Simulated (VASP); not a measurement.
Input of a VASP 6.6.1 run:

File INCAR:

```
  PREC = Accurate
  ENCUT = 520
  EDIFF = 1E-6
  ISMEAR = -1
  SIGMA = 0.05
  LREAL = False
  LASPH = True
  NELM = 80
  ALGO = Normal
  ISIF = 2
  LWAVE = False
  LCHARG = False
  GGA = PS
  NBANDS = 9
```

Contents of KPOINTS:

```
regular mesh
0
Gamma
  15 15 15
```

The input POSCAR:

```
Te
1.0
   -1.7915385810      1.7915385810      1.7915385810
    1.7915385810     -1.7915385810      1.7915385810
    1.7915385810      1.7915385810     -1.7915385810
Te
1
Direct
    0.0000000000      0.0000000000      0.0000000000
```

Potentials or basis: VASP PAW PBE potentials, release 64 (Te).

Run with:

```console
$ cat potpaw_PBE.64/Te/POTCAR > POTCAR
$ mpirun -np 1 vasp_std > vasp.out
```

Q: What does it give for the band gap on the k mesh?

A: Zero (band 3 reaches 15.25 eV, above the bottom of band 4 at 7.25 eV).

Q: Predict the pressure.

A: 15.4 GPa.

Caveat: the PAW data sets were made with another functional, which shifts forces and pressure a little; spin-orbit coupling is left out, which moves the levels of the heavy elements.
